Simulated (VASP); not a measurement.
# PtSe2 in VASP: notebook

Runs on PtSe2. Level: PBE+D3(BJ). Tasks: single point.

Program: VASP 6.6.1. These are calculated values, not measurements. Logs are shortened: lines on timing, memory, paths and dates and some standing lists are left out, and cuts for length are marked.

## 1. The cell of the first run

The cell holds a slab with vacuum, 6 atoms: a = 3.707 Å, b = 3.707 Å, c = 22.798 Å, α = 90.00°, β = 90.00°, γ = 120.00°.

## 2. Single point, PBE+D3(BJ)

INCAR reads:

```
SYSTEM = PtSe2
  PREC = Accurate
  ENCUT = 520
  EDIFF = 1E-6
  ISMEAR = 0
  SIGMA = 0.05
  LREAL = .FALSE.
  LASPH = .TRUE.
  NELM = 80
  ALGO = Normal
  ISIF = 2
  LWAVE = .FALSE.
  LCHARG = .TRUE.
  LDIPOL = .TRUE.
  IDIPOL = 3
  DIPOL = 0.5 0.5 0.391
  GGA = PE
  IVDW = 12
  LELF = .TRUE.
  LVHAR = .TRUE.
  LVACPOTAV = .TRUE.
  NBANDS = 31
```

KPOINTS reads:

```
Automatic mesh
0
G
  9 9 1
  0 0 0
```

POSCAR reads:

```
PtSe2
1.0
    3.7070358307      0.0000000000      0.0000000000
   -1.8535179153      3.2103872021      0.0000000000
    0.0000000000      0.0000000000     22.7981611688
Se Pt
4 2
Direct
    0.6666666667      0.3333333333      0.1973843402
    0.3333333333      0.6666666667      0.3135814565
    0.3333333333      1.0000000000      0.4675412418
    0.6666666667      0.6666666667      0.5837383581
    0.0000000000      0.0000000000      0.2554828983
    1.0000000000      1.3333333333      0.5256398000
```

Potentials or basis: VASP PAW PBE potentials, release 64 (Se, Pt).

Launch:

```sh
$ cat potpaw_PBE.64/Se/POTCAR potpaw_PBE.64/Pt/POTCAR > POTCAR
$ mpirun -np 1 vasp_std > vasp.out
```

OUTCAR:

```text
SYSTEM = PtSe2
   PREC = Accurate
   ENCUT = 520
   EDIFF = 1E-6
   ISMEAR = 0
   LREAL = .FALSE.
   LASPH = .TRUE.
   NELM = 80
   ISIF = 2
   GGA = PE
   IVDW = 12
 IVDW          = 12

 ion  position               nearest neighbor table
   1  0.667  0.333  0.197-   5 2.52   5 2.52   5 2.52
   2  0.333  0.667  0.314-   5 2.52   5 2.52   5 2.52
   3  0.333  0.000  0.468-   6 2.52   6 2.52   6 2.52
   4  0.667  0.667  0.584-   6 2.52   6 2.52   6 2.52
   5  0.000  0.000  0.255-   1 2.52   1 2.52   1 2.52   2 2.52   2 2.52   2 2.52
   6  0.000  0.333  0.526-   4 2.52   4 2.52   4 2.52   3 2.52   3 2.52   3 2.52

  LATTYP: Found a hexagonal cell.
 ALAT       =     3.7070358307
 C/A-ratio  =     6.1499705452

  Lattice vectors:

 A1 = (   3.7070358307,   0.0000000000,   0.0000000000)
 A2 = (  -1.8535179153,   3.2103872021,   0.0000000000)
 A3 = (   0.0000000000,   0.0000000000,  22.7981611688)

Analysis of symmetry for initial positions (statically):
=====================================================================
 Subroutine PRICEL returns:
 Original cell was already a primitive cell.

 Routine SETGRP: Setting up the symmetry group for a
 hexagonal supercell.

 Subroutine GETGRP returns: Found  2 space group operations
 (whereof  1 operations were pure point group operations)
 out of a pool of 24 trial point group operations.

The static configuration has the point symmetry C_1 .
 The point group associated with its full space group is C_2 .

Analysis of symmetry for dynamics (positions and initial velocities):
=====================================================================
 Subroutine PRICEL returns:
 Original cell was already a primitive cell.

 Routine SETGRP: Setting up the symmetry group for a
 hexagonal supercell.

 Subroutine GETGRP returns: Found  2 space group operations
 (whereof  1 operations were pure point group operations)
 out of a pool of 24 trial point group operations.

The dynamic configuration has the point symmetry C_1 .
 The point group associated with its full space group is C_2 .

 Subroutine INISYM returns: Found  2 space group operations
 (whereof  1 operations are pure point group operations),
 and found     1 'primitive' translations

----------------------------------------------------------------------------------------

                                     Primitive cell

  volume of cell :     271.3214

  direct lattice vectors                    reciprocal lattice vectors
     3.707035831  0.000000000  0.000000000     0.269757306  0.155744453  0.000000000
    -1.853517915  3.210387202  0.000000000     0.000000000  0.311488907  0.000000000
     0.000000000  0.000000000 22.798161169     0.000000000  0.000000000  0.043863187

  length of vectors
     3.707035831  3.707035831 22.798161169     0.311488907  0.311488907  0.043863187

  position of ions in fractional coordinates (direct lattice)
     0.666666667  0.333333333  0.197384340
     0.333333333  0.666666667  0.313581457
     0.333333333  0.000000000  0.467541242
     0.666666667  0.666666667  0.583738358
     0.000000000  0.000000000  0.255482898
     0.000000000  0.333333333  0.525639800

  ion indices of the primitive-cell ions
   primitive index   ion index
                 1           1
                 2           2
                 3           3
                 4           4
                 5           5
                 6           6

----------------------------------------------------------------------------------------

 KPOINTS: Automatic mesh

Automatic generation of k-mesh.
 Grid dimensions read from file:
 generate k-points for:    9    9    1

 Generating k-lattice:

  Cartesian coordinates                     Fractional coordinates (reciprocal lattice)
     0.029973034  0.017304939  0.000000000     0.111111111  0.000000000  0.000000000
     0.000000000  0.034609879  0.000000000     0.000000000  0.111111111  0.000000000
     0.000000000  0.000000000  0.043863187     0.000000000  0.000000000  1.000000000

  Length of vectors
     0.034609879  0.034609879  0.043863187

  Shift w.r.t. Gamma in fractional coordinates (k-lattice)
     0.000000000  0.000000000  0.000000000

 Subroutine IBZKPT returns following result:
 ===========================================

 Found     25 irreducible k-points:

 Following reciprocal coordinates:
            Coordinates               Weight
  0.000000  0.000000  0.000000      1.000000
  0.111111  0.000000  0.000000      2.000000
  0.000000  0.111111  0.000000      4.000000
  0.222222 -0.000000  0.000000      2.000000
  0.000000  0.222222  0.000000      4.000000
  0.333333  0.000000  0.000000      2.000000
[... 16 lines left out ...]
 -0.222222 -0.444444  0.000000      4.000000
  0.444444  0.333333  0.000000      4.000000
   k-points           NKPTS =     25   k-points in BZ     NKDIM =     25   number of bands    NBANDS=     31
   number of dos      NEDOS =    301   number of ions     NIONS =      6
   total plane-waves  NPLWV = 141120
   dimension x,y,z NGX =    28 NGY =   28 NGZ =  180
   dimension x,y,z NGXF=    56 NGYF=   56 NGZF=  360
   ions per type =               4   2
   NGX,Y,Z   is equivalent  to a cutoff of  12.56, 12.56, 13.13 a.u.
   NGXF,Y,Z  is equivalent  to a cutoff of  25.11, 25.11, 26.25 a.u.
 SYSTEM =  PtSe2
   PREC   = accura    normal or accurate (medium, high low for compatibility)
   ISTART =      0    job   : 0-new  1-cont  2-samecut
   ICHARG =      2    charge: 1-file 2-atom 10-const
   ISPIN  =      1    spin polarized calculation?
   LNONCOLLINEAR =      F non collinear calculations
   LSORBIT =      F    spin-orbit coupling
   LASPH  =      T    aspherical Exc in radial PAW
   ENCUT  =  520.0 eV  38.22 Ry    6.18 a.u.   6.89  6.89 42.39*2*pi/ulx,y,z
   NELM   =     80;   NELMIN=  2; NELMDL= -5     # of ELM steps
   EDIFF  = 0.1E-05   stopping-criterion for ELM
   LREAL  =      F    real-space projection
   EDIFFG = 0.1E-04   stopping-criterion for IOM
   NSW    =      0    number of steps for IOM
   IBRION =     -1    ionic relax: 0-MD 1-quasi-New 2-CG
   NFREE  =      0    steps in history (QN), initial steepest desc. (CG)
   ISIF   =      2    stress and relaxation
   ISYM   =      2    0-nonsym 1-usesym 2-fastsym
   POTIM  = 0.5000    time-step for ionic-motion
   TEBEG  =    0.0;   TEEND  =   0.0 temperature during run
   PSTRESS=    0.0 pullay stress
   NELECT =      44.0000    total number of electrons
   NUPDOWN=      -1.0000    fix difference up-down
   EMIN   =  10.00;   EMAX   =-10.00  energy-range for DOS
   EFERMI =   0.00;   METHOD = LEGACY
   ISMEAR =     0;   SIGMA  =   0.05  broadening in eV -4-tet -1-fermi 0-gaus
   EFERMI_NEDOS =   21; number of points for ismear=-14 and -15
   IALGO  =     38    algorithm
   IMIX   =      4    mixing-type and parameters
     AMIX     =   0.40;   BMIX     =  1.00
     AMIX_MAG =   1.60;   BMIX_MAG =  1.00
  volume/ion in A,a.u.               =      45.22       305.16
  Fermi-wavevector in a.u.,A,eV,Ry     =   0.892752  1.687058 10.843938  0.797007
  Thomas-Fermi vector in A             =   2.014742
   LORBIT       =      0    0 simple, 1 ext, 2 COOP (PROOUT), +10 PAW based schemes
   GGA     = PE    functional components
   LHFCALC =     F    Hartree Fock is set to
   AEXX    =    0.0000 exact exchange contribution
   IVDW    =    12    specifies the selected vdW correction
   LEPSILON=     F    determine dielectric tensor
   LRPA    =     F    only Hartree local field effects (RPA)
 non-spin polarized calculation
 Gauss-broadening in eV      SIGMA  =   0.05
  energy-cutoff  :      520.00
  volume of cell :      271.32
 maximum number of plane-waves:      7334
   NGX = 13   NGY = 13   NGZ = 85

 dipolmoment           0.000000      0.000000      0.000042 electrons x Angstroem

 number of electron      44.0000001 magnetization

 dipolmoment           0.000000      0.000000     -0.000006 electrons x Angstroem

 Free energy of the ion-electron system (eV)
  ---------------------------------------------------
  ext. energy  EPLUGINS =         0.00000000
  ---------------------------------------------------
  free energy    TOTEN  =       -28.56230444 eV

  energy without entropy =      -28.56230444  energy(sigma->0) =      -28.56230444

 E-fermi :  -0.1763     XC(G=0):  -5.5147

 val. band max:       -0.4156772778   @ k =   0.1111   0.1111   0.0000
 cond. band min:       0.5197809322   @ k =   0.2222  -0.0000   0.0000
 fundamental gap:      0.9354582100
 Fermi energy:        -0.1762711197

 k-point     1 :       0.0000    0.0000    0.0000
  band No.  band energies     occupation
      1     -14.7591      2.00000
      2     -14.7064      2.00000
      3     -13.0227      2.00000
      4     -12.9163      2.00000
      5      -6.0065      2.00000
      6      -5.7773      2.00000
[... 23 lines left out ...]
     30       4.8781      0.00000
     31       4.9337      0.00000

 k-point     2 :       0.1111    0.0000    0.0000
  band No.  band energies     occupation
      1     -14.6270      2.00000
      2     -14.5739      2.00000
      3     -13.0254      2.00000
      4     -12.9250      2.00000
      5      -5.9070      2.00000
      6      -5.7929      2.00000
[... 23 lines left out ...]
     30       5.5662      0.00000
     31       5.5705      0.00000

 k-point     3 :       0.0000    0.1111    0.0000
  band No.  band energies     occupation
      1     -14.6267      2.00000
      2     -14.5742      2.00000
      3     -13.0247      2.00000
      4     -12.9257      2.00000
      5      -5.9082      2.00000
      6      -5.7955      2.00000
[... 703 lines left out ...]
     30       6.9665      0.00000
     31       7.3171      0.00000

 k-point    24 :       0.4444    0.3333    0.0000
  band No.  band energies     occupation
      1     -13.2131      2.00000
      2     -13.1633      2.00000
      3     -13.0739      2.00000
      4     -13.0383      2.00000
      5      -6.3007      2.00000
      6      -6.2717      2.00000
[... 23 lines left out ...]
     30       7.0434      0.00000
     31       7.3571      0.00000

 [... further k-points ...]

------------------------ aborting loop because EDIFF is reached ----------------------------------------

 Edisp (eV)   -2.06239

 E8    (eV) :    -0.9142

  FORCE on cell =-STRESS in cart. coord.  units (eV):
  Direction    XX          YY          ZZ          XY          YZ          ZX
  --------------------------------------------------------------------------------------
  -------------------------------------------------------------------------------------
  Total      -0.14825    -0.09281    -0.58494    -0.04802     0.16818    -0.09710
  in kB      -0.87542    -0.54803    -3.45415    -0.28353     0.99314    -0.57339
  external pressure =       -1.63 kB  Pullay stress =        0.00 kB

 VOLUME and BASIS-vectors are now :
 -----------------------------------------------------------------------------
  energy-cutoff  :      520.00
  volume of cell :      271.32
      direct lattice vectors                 reciprocal lattice vectors
     3.707035831  0.000000000  0.000000000     0.269757306  0.155744453  0.000000000
    -1.853517915  3.210387202  0.000000000     0.000000000  0.311488907  0.000000000
     0.000000000  0.000000000 22.798161169     0.000000000  0.000000000  0.043863187

 POSITION                                       TOTAL-FORCE (eV/Angst)
 -----------------------------------------------------------------------------------
      1.85352      1.07013      4.50000         0.002870     -0.017597     -0.004068
     -0.00000      2.14026      7.14908         0.020278     -0.040349      0.048886
      1.23568      0.00000     10.65908        -0.024804      0.037736     -0.048886
      1.23568      2.14026     13.30816        -0.013804      0.011284      0.004068
      0.00000      0.00000      5.82454        -0.001373      0.020229      0.065083
     -0.61784      1.07013     11.98362         0.016833     -0.011304     -0.065083
 -----------------------------------------------------------------------------------
    total drift:                                0.000255      0.000139     -0.000171

  FREE ENERGIE OF THE ION-ELECTRON SYSTEM (eV)
  ---------------------------------------------------
  free  energy   TOTEN  =       -30.6246953034 eV

  energy  without entropy=      -30.6246953034  energy(sigma->0) =      -30.62469530

 vacuum level on the upper side and lower side of the slab         4.980         4.980
```

It took 2.5 min on 1 thread of Intel Xeon 6975P-C (Granite Rapids), shared host; peak memory 0.47 GiB.

Results:

* Free energy: -30.6247 eV
* Largest force: 0.068 eV/Å
* Band gap on the k mesh: 0.94 eV, indirect (least direct gap 1.10 eV)
* Dispersion energy per atom: -0.344 eV

Forces on the atoms (eV/Å):
```
Se   0.003 -0.018 -0.004
Se   0.020 -0.040  0.049
Se  -0.025  0.038 -0.049
Se  -0.014  0.011  0.004
Pt  -0.001  0.020  0.065
Pt   0.017 -0.011 -0.065
```

Levels at points of the mesh, in eV from the valence-band top:
```tsv
k point	band 18	band 19	band 20	band 21	band 22	band 23	band 24	band 25	band 26	band 27
(0.00, 0.00, 0.00)	-0.43	-0.29	-0.29	-0.25	-0.24	2.66	2.66	2.72	2.72	4.27
```

Caveat: spin-orbit coupling is left out, which moves the levels of the heavy elements.

## 3. Single point, PBE+D3(BJ)

INCAR reads:

```
SYSTEM = PtSe2
PREC     = Accurate       ! precision mode
ENCUT    = 520            ! plane-wave cutoff, eV
EDIFF    = 1E-6           ! SCF threshold, eV
ISMEAR   = 0              ! smearing method
SIGMA    = 0.05           ! smearing width, eV
LREAL    = .FALSE.        ! projectors in reciprocal space
LASPH    = .TRUE.         ! aspherical terms in the spheres
NELM     = 80             ! most SCF steps
ALGO     = Normal         ! electronic algorithm
ISIF     = 2              ! what is computed and relaxed
LWAVE    = .FALSE.        ! write WAVECAR
LCHARG   = .FALSE.        ! write CHGCAR
LDIPOL   = .TRUE.       
IDIPOL   = 3            
DIPOL    = 0.5 0.5 0.391
GGA      = PE             ! functional
IVDW     = 12             ! dispersion correction
NBANDS   = 31             ! bands
```

KPOINTS is that of step 2.

POSCAR reads:

```
PtSe2
1.0
    3.7070358307      0.0000000000      0.0000000000
   -1.8535179153      3.2103872021      0.0000000000
    0.0000000000      0.0000000000     22.7981611688
Se Pt
4 2
Direct
    0.6666666667      0.3333333333      0.1973843402
    0.3333333333      0.6666666667      0.3135814565
    0.3333333333      0.8333333333      0.4675412418
    0.6666666667      0.5000000000      0.5837383581
    0.0000000000      0.0000000000      0.2554828983
    1.0000000000      1.1666666667      0.5256398000
```

Potentials or basis: VASP PAW PBE potentials, release 64 (Se, Pt).

Launch:

```sh
$ cat potpaw_PBE.64/Se/POTCAR potpaw_PBE.64/Pt/POTCAR > POTCAR
$ mpirun -np 1 vasp_std > vasp.out
```

Run time: 3.3 min. Hardware: 1 thread of Intel Xeon 6975P-C (Granite Rapids), shared host; peak memory 0.47 GiB.

It converged, with:

```yaml
Free_energy: -30.5927 eV
Largest_force: 0.057 eV/Å
Band_gap_on_the_k_mesh: 0.86 eV, indirect (least direct gap 1.04 eV)
Dispersion_energy_per_atom: -0.343 eV
```

Forces in eV/Å, atoms in the order of the input:
```
Se   0.007 -0.018 -0.009
Se   0.025 -0.046 -0.022
Se  -0.027  0.045  0.022
Se  -0.012  0.015  0.009
Pt  -0.007  0.020  0.046
Pt   0.014 -0.016 -0.046
```

Levels at points of the mesh, in eV from the valence-band top:
```tsv
k point	band 18	band 19	band 20	band 21	band 22	band 23	band 24	band 25	band 26	band 27
(0.00, 0.00, 0.00)	-0.46	-0.38	-0.35	-0.32	-0.31	2.56	2.58	2.64	2.67	4.20
```

Caveat: spin-orbit coupling is left out, which moves the levels of the heavy elements.
